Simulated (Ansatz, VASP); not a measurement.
# In: VASP beside Ansatz

```
In
1.0
    -1.40684    1.40684    1.40684
     1.40684   -1.40684    1.40684
     1.40684    1.40684   -1.40684
In
1
Cartesian
  0.0000 0.0000 0.0000
```

Change from the starting cell: volume scaled by 0.4, norm-conserving files.

Alike in both runs: task single point; functional PBE; k mesh 16 × 16 × 16; occupations fermi-dirac, width 0.1 eV; no spin polarisation.

|  | VASP | Ansatz |
| --- | --- | --- |
| version | VASP 6.6.1 | Ansatz 0.2.0 |
| potentials or method | VASP PAW PBE potentials, release 64 (In_d) | norm-conserving pseudopotentials, scalar-relativistic |
| plane-wave cutoff (eV) | 520 | 952 |
| valence electrons in the cell | 13 | 13 |

Ansatz gave:

| Quantity | Value |
| --- | --- |
| pressure (GPa) | 327.7 |

**Question.** Which values does VASP return?

**Answer.** Pressure (GPa): 330.2.

Both programs put the cell under a high pressure, so it lies far from rest at this level.

Noted on VASP's run: the cell as given lies far from equilibrium.
